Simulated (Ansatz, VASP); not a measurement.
**Ta2N in VASP and in Ansatz**

```xyz
6
Lattice="-3.0786 0.0000 0.0000 -1.5393 -2.6662 0.0000 0.0000 0.0000 10.1465" Properties=species:S:1:pos:R:3 pbc="T T T"
Ta   -3.0786   -1.7774    1.1878
Ta   -3.0786   -1.7774    6.0110
Ta   -1.5393   -0.8887    8.4588
Ta   -1.5393   -0.8887    3.6355
N     0.0000    0.0000    2.4116
N     0.0000    0.0000    7.2349
```

Alike in both runs: task single point; functional PBEsol; k mesh 17 × 17 × 5; occupations gaussian, width 0.15 eV; no spin polarisation.

|  | VASP | Ansatz |
| --- | --- | --- |
| version | VASP 6.6.1 | Ansatz 0.2.0 |
| potentials or method | VASP PAW PBE potentials, release 64 (Ta_pv, N), cutoff 520 eV | scalar-relativistic, plane waves, PAW |
| valence electrons in the cell | 54 | 62 |

Ansatz gave:

* gap on the k mesh at the Fermi level (eV): none
* pressure (GPa): -7.1
* traceless stress, the component that is largest in VASP (GPa): -6.41
* rms of the force components (eV/Å): 0.609

Task: What did VASP give for the same quantities?

Result: gap on the k mesh at the Fermi level (eV): none; pressure (GPa): -6.6; traceless stress, the component that is largest in VASP (GPa): -6.45; rms of the force components (eV/Å): 0.623.

VASP's potentials were made for PBE, not for PBEsol. Atom by atom the forces differ by 0.023 eV/Å (rms over components). A gap of «none» marks a metal or a gap that the smearing closes. VASP's potentials hold 54 valence electrons a cell and Ansatz's 62, so a difference there can come from the potentials and not from the codes.

Spin-orbit coupling is off throughout.
